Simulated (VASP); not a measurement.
# SnO2 (P6_3/mmc) in VASP: a series of runs, part 2 of 2

VASP 6.6.1.

## 3. Single point, r2SCAN+D3(BJ)

This run uses another cell than the first one, of 15.93 Å³/atom, 1.032 times its volume.

The input, POSCAR:

```
SnO2
1.0
    3.2088936286      0.0000000000      0.0000000000
   -1.6044468143      2.7789835148      0.0000000000
    0.0000000000      0.0000000000     10.7181399387
Sn O
2 4
Direct
    0.0000000000      0.0000000000      0.5000000000
    0.0000000000      0.0000000000      0.0000000000
    0.6666666667      0.3333333333      0.4058620000
    0.6666666667      0.3333333333      0.0941380000
    0.3333333333      0.6666666667      0.5941380000
    0.3333333333      0.6666666667      0.9058620000
```

The input, INCAR.step1:

```
SYSTEM = SnO2
PREC = Accurate
ENCUT = 520
ISMEAR = 0
SIGMA = 0.01
LREAL = .False.
LASPH = .True.
NELM = 80
NBANDS = 35
GGA = PE
ALGO = Normal
EDIFF = 1E-4
LWAVE = .True.
LCHARG = .False.
```

The input, INCAR.step2:

```
SYSTEM = SnO2
PREC = Accurate
ENCUT = 520
EDIFF = 1E-6
ISMEAR = 0
SIGMA = 0.01
LREAL = .False.
LASPH = .True.
NELM = 80
ALGO = Normal
ISIF = 2
LWAVE = .False.
LCHARG = .True.
METAGGA = R2SCAN
LMIXTAU = .True.
IVDW = 12
VDW_S6 = 1.0
VDW_S8 = 0.78981345
VDW_A1 = 0.49484001
VDW_A2 = 5.73083694
LELF = .True.
LVHAR = .True.
NBANDS = 35
ISTART = 1
```

The input, KPOINTS:

```
Automatic mesh
0
Gamma
  12 12 2
  0 0 0
```

Potentials or basis: VASP PAW PBE potentials, release 64 (Sn_d, O).

Command:

```console
cat potpaw_PBE.64/Sn_d/POTCAR potpaw_PBE.64/O/POTCAR > POTCAR
cp INCAR.step1 INCAR
mpirun -np 1 vasp_std > vasp.out
cp INCAR.step2 INCAR
mpirun -np 1 vasp_std > vasp.out
```

OUTCAR:

```text
SYSTEM = SnO2
   PREC = Accurate
   ENCUT = 520
   EDIFF = 1E-6
   ISMEAR = 0
   LREAL = .False.
   LASPH = .True.
   NELM = 80
   ISIF = 2
   METAGGA = R2SCAN
   IVDW = 12
   ISTART = 1
 IVDW          = 12

 ion  position               nearest neighbor table
   1  0.000  0.000  0.500-   3 2.11   5 2.11   3 2.11   5 2.11   3 2.11   5 2.11
   2  0.000  0.000  0.000-   4 2.11   6 2.11   4 2.11   6 2.11   4 2.11   6 2.11
   3  0.667  0.333  0.406-   1 2.11   1 2.11   1 2.11
   4  0.667  0.333  0.094-   2 2.11   2 2.11   2 2.11
   5  0.333  0.667  0.594-   1 2.11   1 2.11   1 2.11
   6  0.333  0.667  0.906-   2 2.11   2 2.11   2 2.11

  LATTYP: Found a hexagonal cell.
 ALAT       =     3.2088936286
 C/A-ratio  =     3.3401356290

  Lattice vectors:

 A1 = (   3.2088936286,   0.0000000000,   0.0000000000)
 A2 = (  -1.6044468143,   2.7789835148,   0.0000000000)
 A3 = (   0.0000000000,   0.0000000000,  10.7181399387)

Analysis of symmetry for initial positions (statically):
[... 184 lines left out ...]
 E-fermi :   1.9574     XC(G=0):  -9.9131

 val. band max:        1.8504567417   @ k =   0.2500   0.2500   0.0000
 cond. band min:       4.5863317184   @ k =   0.0000   0.0000   0.0000
 fundamental gap:      2.7358749767
 Fermi energy:         1.9574497091

 k-point     1 :       0.0000    0.0000    0.0000
  band No.  band energies     occupation
      1     -18.7551      2.00000
      2     -18.7530      2.00000
      3     -18.4731      2.00000
      4     -18.4731      2.00000
      5     -18.4730      2.00000
      6     -18.4730      2.00000
[... 901 lines left out ...]
     34      14.1205      0.00000
     35      15.1631      0.00000

 [... further k-points ...]

------------------------ aborting loop because EDIFF is reached ----------------------------------------

 Edisp (eV)   -0.46267

 E8    (eV) :    -0.1429

  FORCE on cell =-STRESS in cart. coord.  units (eV):
  Direction    XX          YY          ZZ          XY          YZ          ZX
  --------------------------------------------------------------------------------------
  -------------------------------------------------------------------------------------
  Total      -2.22698    -2.22698    -1.73199     0.00000     0.00000     0.00000
  in kB     -37.33066   -37.33067   -29.03324     0.00000     0.00000     0.00000
  external pressure =      -34.56 kB  Pullay stress =        0.00 kB

 VOLUME and BASIS-vectors are now :
 -----------------------------------------------------------------------------
  energy-cutoff  :      520.00
  volume of cell :       95.58
      direct lattice vectors                 reciprocal lattice vectors
     3.208893629  0.000000000  0.000000000     0.311633889  0.179921902  0.000000000
    -1.604446814  2.778983515  0.000000000     0.000000000  0.359843804  0.000000000
     0.000000000  0.000000000 10.718139939     0.000000000  0.000000000  0.093299771

 POSITION                                       TOTAL-FORCE (eV/Angst)
 -----------------------------------------------------------------------------------
      0.00000      0.00000      5.35907        -0.000000      0.000000      0.000000
      0.00000      0.00000      0.00000        -0.000000      0.000000      0.000000
      1.60445      0.92633      4.35009         0.000000     -0.000000      0.323548
      1.60445      0.92633      1.00898         0.000000     -0.000000     -0.323548
     -0.00000      1.85266      6.36805        -0.000000      0.000000     -0.323548
     -0.00000      1.85266      9.70916        -0.000000      0.000000      0.323548
 -----------------------------------------------------------------------------------
    total drift:                               -0.000000      0.000000      0.000000

  FREE ENERGIE OF THE ION-ELECTRON SYSTEM (eV)
  ---------------------------------------------------
  free  energy   TOTEN  =       -83.6238737421 eV

  energy  without entropy=      -83.6238737421  energy(sigma->0) =      -83.62387374
```

OUTCAR.step1:

```text
SYSTEM = SnO2
   PREC = Accurate
   ENCUT = 520
   ISMEAR = 0
   LREAL = .False.
   LASPH = .True.
   NELM = 80
[... 1151 lines left out ...]
      1.60445      0.92633      1.00898         0.000000     -0.000000      0.175517
     -0.00000      1.85266      6.36805        -0.000000      0.000000      0.175517
     -0.00000      1.85266      9.70916        -0.000000      0.000000     -0.175517
 -----------------------------------------------------------------------------------
    total drift:                               -0.000000      0.000000      0.000000

  FREE ENERGIE OF THE ION-ELECTRON SYSTEM (eV)
  ---------------------------------------------------
  free  energy   TOTEN  =       -36.3285179388 eV

  energy  without entropy=      -36.3285179388  energy(sigma->0) =      -36.32851794
```

OSZICAR.step1:

```text
N       E                     dE             d eps       ncg     rms          rms(c)
DAV:   1     0.640352946279E+03    0.64035E+03   -0.25541E+04  2939   0.209E+03
DAV:   2     0.642819268589E+02   -0.57607E+03   -0.54063E+03  2916   0.593E+02
DAV:   3    -0.366121742621E+02   -0.10089E+03   -0.99202E+02  2932   0.208E+02
DAV:   4    -0.421674843304E+02   -0.55553E+01   -0.55158E+01  3333   0.542E+01
DAV:   5    -0.423187829183E+02   -0.15130E+00   -0.15117E+00  3296   0.924E+00    0.152E+01
DAV:   6    -0.362696994310E+02    0.60491E+01   -0.18210E+01  4155   0.646E+01    0.625E+00
DAV:   7    -0.363655587170E+02   -0.95859E-01   -0.21618E+00  2875   0.846E+00    0.320E+00
DAV:   8    -0.363332483975E+02    0.32310E-01   -0.18187E-01  4081   0.385E+00    0.968E-01
DAV:   9    -0.363269723508E+02    0.62760E-02   -0.35690E-02  4138   0.271E+00    0.142E-01
DAV:  10    -0.363284860621E+02   -0.15137E-02   -0.59240E-03  3493   0.808E-01    0.760E-02
DAV:  11    -0.363285179388E+02   -0.31877E-04   -0.64247E-04  3794   0.307E-01
   1 F= -.36328518E+02 E0= -.36328518E+02  d E =-.246206E-47
```

Run time: 6.9 min. Hardware: 1 thread of Intel Xeon Platinum 8259CL at 2.50GHz (Skylake/Cascade Lake), shared host; peak memory 0.28 GiB.

Results:

- Free energy: -83.6239 eV
- Pressure: -3.5 GPa
- Largest force: 0.324 eV/Å
- Band gap on the k mesh: 2.74 eV, indirect (least direct gap 3.16 eV)
- Dispersion energy per atom: -0.077 eV

Forces in eV/Å, atoms in the order of the input:
```
Sn   0.000  0.000  0.000
Sn   0.000  0.000  0.000
O    0.000  0.000  0.324
O    0.000  0.000 -0.324
O    0.000  0.000 -0.324
O    0.000  0.000  0.324
```

Levels at points of the mesh, in eV from the valence-band top:
| k point | band 22 | band 23 | band 24 | band 25 | band 26 | band 27 | band 28 | band 29 | band 30 | band 31 |
| --- | --- | --- | --- | --- | --- | --- | --- | --- | --- | --- |
| (0.00, 0.00, 0.00) | -0.89 | -0.89 | -0.86 | -0.86 | -0.43 | 2.74 | 3.48 | 6.19 | 6.62 | 10.81 |
| (0.50, 0.00, 0.00) | -1.19 | -0.53 | -0.49 | -0.47 | -0.09 | 5.98 | 6.13 | 7.80 | 8.47 | 10.79 |
| (0.00, 0.00, 0.50) | -0.87 | -0.87 | -0.87 | -0.75 | -0.75 | 3.11 | 3.11 | 6.42 | 6.42 | 10.89 |
| (0.50, 0.00, 0.50) | -1.36 | -0.51 | -0.51 | -0.27 | -0.27 | 6.06 | 6.06 | 8.11 | 8.11 | 10.96 |

Caveat: the PAW data sets were made with another functional, which shifts forces and pressure a little; spin-orbit coupling is left out, which moves the levels of the heavy elements. A k mesh can miss the band edges.

## 4. Single point, r2SCAN+D3(BJ)

This run uses another cell than the first one, of 16.42 Å³/atom, 1.063 times its volume.

Edit POSCAR of step 3 so:

```diff
@@ -2,5 +2,5 @@
 1.0
-    3.2088936286      0.0000000000      0.0000000000
-   -1.6044468143      2.7789835148      0.0000000000
-    0.0000000000      0.0000000000     10.7181399387
+    3.2413088895      0.0000000000      0.0000000000
+   -1.6206544447      2.8070559553      0.0000000000
+    0.0000000000      0.0000000000     10.8264113065
 Sn O
```

The input, INCAR.step1:

```
ALGO     = Normal         # electronic algorithm
EDIFF    = 1E-4           # SCF threshold, eV
ENCUT    = 520            # plane-wave cutoff, eV
GGA      = PE             # functional
ISMEAR   = 0              # smearing method
LASPH    = True           # aspherical terms in the spheres
LCHARG   = False          # write CHGCAR
LREAL    = False          # projectors in reciprocal space
LWAVE    = True           # write WAVECAR
NBANDS   = 35             # bands
NELM     = 60             # most SCF steps
PREC     = Accurate       # precision mode
SIGMA    = 0.01           # smearing width, eV
```

The input, INCAR.step2:

```
ALGO     = Normal         # electronic algorithm
EDIFF    = 1E-7           # SCF threshold, eV
ENCUT    = 520            # plane-wave cutoff, eV
ISIF     = 2              # what is computed and relaxed
ISMEAR   = 0              # smearing method
ISTART   = 1            
IVDW     = 12             # dispersion correction
LASPH    = True           # aspherical terms in the spheres
LCHARG   = True           # write CHGCAR
LELF     = True           # ELF
LMIXTAU  = True         
LREAL    = False          # projectors in reciprocal space
LVHAR    = True         
LWAVE    = False          # write WAVECAR
METAGGA  = R2SCAN         # meta-GGA
NBANDS   = 35             # bands
NELM     = 60             # most SCF steps
PREC     = Accurate       # precision mode
SIGMA    = 0.01           # smearing width, eV
VDW_A1   = 0.49484001   
VDW_A2   = 5.73083694   
VDW_S6   = 1.0          
VDW_S8   = 0.78981345
```

The input, KPOINTS:

```
k-points
0
Gamma
  12 12 2
```

Command:

```console
cat potpaw_PBE.64/Sn_d/POTCAR potpaw_PBE.64/O/POTCAR > POTCAR
cp INCAR.step1 INCAR
mpirun -np 1 vasp_std > vasp.out
cp INCAR.step2 INCAR
mpirun -np 1 vasp_std > vasp.out
```

Run time: 6.9 min. Hardware: 1 thread of Intel Xeon Platinum 8259CL at 2.50GHz (Skylake/Cascade Lake), shared host; peak memory 0.28 GiB.

It converged, with:

```yaml
Free_energy: -83.5291 eV
Pressure: -7.3 GPa
Largest_force: 0.654 eV/Å
Band_gap_on_the_k_mesh: 2.54 eV, indirect (least direct gap 2.92 eV)
Dispersion_energy_per_atom: -0.075 eV
```

Forces in eV/Å, atoms in the order of the input:
```
Sn   0.000  0.000  0.000
Sn   0.000  0.000  0.000
O    0.000  0.000  0.654
O    0.000  0.000 -0.654
O    0.000  0.000 -0.654
O    0.000  0.000  0.654
```

Stress tensor (GPa, compression positive):
```
-8.34  0.00  0.00
 0.00 -8.34  0.00
 0.00  0.00 -5.12
```

Levels at points of the mesh, in eV from the valence-band top:
```tsv
k point	band 24	band 25	band 26	band 27	band 28	band 29
(0.00, 0.00, 0.00)	-0.86	-0.86	-0.38	2.54	3.24	6.02
(0.50, 0.00, 0.00)	-0.50	-0.45	-0.09	5.69	5.82	7.63
(0.00, 0.00, 0.50)	-0.88	-0.69	-0.69	2.89	2.89	6.24
(0.50, 0.00, 0.50)	-0.52	-0.26	-0.26	5.75	5.75	7.93
```

Caveat: the PAW data sets were made with another functional, which shifts forces and pressure a little; spin-orbit coupling is left out, which moves the levels of the heavy elements. r2SCAN opens gaps a little over a GGA but as a rule still falls short of measured ones.

## 5. Single point, r2SCAN+D3(BJ)

This run uses another cell than the first one, of 16.91 Å³/atom, 1.095 times its volume.

Edit POSCAR of step 4 so:

```diff
@@ -2,5 +2,5 @@
 1.0
-    3.2413088895      0.0000000000      0.0000000000
-   -1.6206544447      2.8070559553      0.0000000000
-    0.0000000000      0.0000000000     10.8264113065
+    3.2730884542      0.0000000000      0.0000000000
+   -1.6365442271      2.8345778668      0.0000000000
+    0.0000000000      0.0000000000     10.9325593628
 Sn O
```

The input, INCAR.step1:

```
SYSTEM = SnO2
  PREC = Accurate
  ENCUT = 520
  ISMEAR = 0
  SIGMA = 0.01
  LREAL = .False.
  LASPH = .True.
  NELM = 100
  NBANDS = 35
  GGA = PE
  ALGO = Normal
  EDIFF = 1E-4
  LWAVE = .True.
  LCHARG = .False.
```

The input, INCAR.step2:

```
SYSTEM = SnO2
  PREC = Accurate
  ENCUT = 520
  EDIFF = 1E-7
  ISMEAR = 0
  SIGMA = 0.01
  LREAL = .False.
  LASPH = .True.
  NELM = 100
  ALGO = Normal
  ISIF = 2
  LWAVE = .False.
  LCHARG = .True.
  METAGGA = R2SCAN
  LMIXTAU = .True.
  IVDW = 12
  VDW_S6 = 1.0
  VDW_S8 = 0.78981345
  VDW_A1 = 0.49484001
  VDW_A2 = 5.73083694
  LELF = .True.
  LVHAR = .True.
  NBANDS = 35
  ISTART = 1
```

The input, KPOINTS:

```
regular mesh
0
Gamma
  12 12 2
  0 0 0
```

Command:

```console
cat potpaw_PBE.64/Sn_d/POTCAR potpaw_PBE.64/O/POTCAR > POTCAR
cp INCAR.step1 INCAR
mpirun -np 1 vasp_std > vasp.out
cp INCAR.step2 INCAR
mpirun -np 1 vasp_std > vasp.out
```

Wall time 6.6 min (1 thread of Intel Xeon Platinum 8259CL at 2.50GHz (Skylake/Cascade Lake), shared host); peak memory 0.29 GiB.

The run converged. Its results:

```yaml
Free_energy: -83.3703 eV
Pressure: -10.4 GPa
Largest_force: 0.942 eV/Å
Band_gap_on_the_k_mesh: 2.35 eV, indirect (least direct gap 2.69 eV)
Dispersion_energy_per_atom: -0.072 eV
```

Forces in eV/Å, atoms in the order of the input:
```
Sn   0.000  0.000  0.000
Sn   0.000  0.000  0.000
O    0.000  0.000  0.942
O    0.000  0.000 -0.942
O    0.000  0.000 -0.942
O    0.000  0.000  0.942
```

Stress tensor (GPa, compression positive):
```
-12.18   0.00   0.00
  0.00 -12.18   0.00
  0.00   0.00  -6.94
```

Levels at points of the mesh, in eV from the valence-band top:
```
           k point  band 22  band 23  band 24  band 25  band 26  band 27  band 28  band 29  band 30  band 31
(0.00, 0.00, 0.00)    -0.89    -0.89    -0.87    -0.87    -0.34     2.35     3.02     5.86     6.27    10.47
(0.50, 0.00, 0.00)    -1.12    -0.54    -0.51    -0.43    -0.09     5.40     5.53     7.47     8.06    10.42
(0.00, 0.00, 0.50)    -0.88    -0.88    -0.88    -0.63    -0.63     2.69     2.69     6.07     6.07    10.65
(0.50, 0.00, 0.50)    -1.27    -0.52    -0.52    -0.25    -0.25     5.46     5.46     7.75     7.75    10.60
```

Caveat: the PAW data sets were made with another functional, which shifts forces and pressure a little; spin-orbit coupling is left out, which moves the levels of the heavy elements.

## 6. Single point, r2SCAN+D3(BJ)

This run uses another cell than the first one, of 17.39 Å³/atom, 1.126 times its volume.

Edit POSCAR of step 5 so:

```diff
@@ -2,5 +2,5 @@
 1.0
-    3.2730884542      0.0000000000      0.0000000000
-   -1.6365442271      2.8345778668      0.0000000000
-    0.0000000000      0.0000000000     10.9325593628
+    3.3042626014      0.0000000000      0.0000000000
+   -1.6521313007      2.8615754713      0.0000000000
+    0.0000000000      0.0000000000     11.0366852426
 Sn O
```

The input, INCAR.step1:

```
PREC = Accurate
ENCUT = 520
ISMEAR = 0
SIGMA = 0.01
LREAL = F
LASPH = T
NELM = 60
NBANDS = 35
GGA = PE
ALGO = Normal
EDIFF = 1E-4
LWAVE = T
LCHARG = F
```

The input, INCAR.step2:

```
PREC = Accurate
ENCUT = 520
EDIFF = 1E-6
ISMEAR = 0
SIGMA = 0.01
LREAL = F
LASPH = T
NELM = 60
ALGO = Normal
ISIF = 2
LWAVE = F
LCHARG = F
METAGGA = R2SCAN
LMIXTAU = T
IVDW = 12
VDW_S6 = 1.0
VDW_S8 = 0.78981345
VDW_A1 = 0.49484001
VDW_A2 = 5.73083694
NBANDS = 35
ISTART = 1
```

The input, KPOINTS:

```
regular mesh
0
Gamma
  12 12 2
```

Potentials or basis: VASP PAW PBE potentials, release 64 (Sn_d, O).

Command:

```console
cat potpaw_PBE.64/Sn_d/POTCAR potpaw_PBE.64/O/POTCAR > POTCAR
cp INCAR.step1 INCAR
mpirun -np 1 vasp_std > vasp.out
cp INCAR.step2 INCAR
mpirun -np 1 vasp_std > vasp.out
```

Run time: 10 min. Hardware: 1 thread of Intel Xeon Platinum 8259CL at 2.50GHz (Skylake/Cascade Lake), shared host; peak memory 0.33 GiB.

It converged, with:

```
Free energy                : -83.1586 eV
Pressure                   : -13.1 GPa
Largest force              : 1.194 eV/Å
Band gap on the k mesh     : 2.18 eV, indirect (least direct gap 2.48 eV)
Dispersion energy per atom : -0.070 eV
```

Forces in eV/Å, atoms in the order of the input:
```
Sn   0.000  0.000  0.000
Sn   0.000  0.000  0.000
O    0.000  0.000  1.194
O    0.000  0.000 -1.194
O    0.000  0.000 -1.194
O    0.000  0.000  1.194
```

Stress tensor (GPa, compression positive):
```
-15.36   0.00   0.00
  0.00 -15.36   0.00
  0.00   0.00  -8.43
```

Levels at points of the mesh, in eV from the valence-band top:
```csv
k point,band 23,band 24,band 25,band 26,band 27,band 28,band 29,band 30
"(0.00, 0.00, 0.00)",-0.86,-0.86,-0.84,-0.30,2.18,2.82,5.71,6.11
"(0.50, 0.00, 0.00)",-0.54,-0.51,-0.41,-0.09,5.14,5.25,7.31,7.86
"(0.00, 0.00, 0.50)",-0.87,-0.87,-0.58,-0.58,2.51,2.51,5.91,5.91
"(0.50, 0.00, 0.50)",-0.53,-0.53,-0.24,-0.24,5.19,5.19,7.57,7.57
```

Caveat: the PAW data sets were made with another functional, which shifts forces and pressure a little; spin-orbit coupling is left out, which moves the levels of the heavy elements.

## 7. The runs side by side

| cell | gap on the mesh (eV) | pressure (GPa) | largest force (eV/Å) |
| --- | --- | --- | --- |
| a = 3.176, b = 3.176, c = 10.608 Å, angles 90.0, 90.0, 120.0°, 6 atoms | 2.95 | 1.1 | 0.06 |
| a = 3.209, b = 3.209, c = 10.718 Å, angles 90.0, 90.0, 120.0°, 6 atoms | 2.74 | -3.5 | 0.32 |
| a = 3.241, b = 3.241, c = 10.826 Å, angles 90.0, 90.0, 120.0°, 6 atoms | 2.54 | -7.3 | 0.65 |
| a = 3.273, b = 3.273, c = 10.933 Å, angles 90.0, 90.0, 120.0°, 6 atoms | 2.35 | -10.4 | 0.94 |
| a = 3.304, b = 3.304, c = 11.037 Å, angles 90.0, 90.0, 120.0°, 6 atoms | 2.18 | -13.1 | 1.19 |

Alike in all rows: task single point; level r2SCAN+D3(BJ); potentials or basis VASP PAW PBE potentials, release 64 (Sn_d, O); no spin polarisation; k mesh 12 × 12 × 2; cutoff (eV) 520; smearing gaussian 0.01 eV.

Caveats: the PAW data sets were made with another functional, which shifts forces and pressure a little; spin-orbit coupling is left out, which moves the levels of the heavy elements.

Total energies depend on the potentials used, so only differences within one code and one set of settings carry meaning.
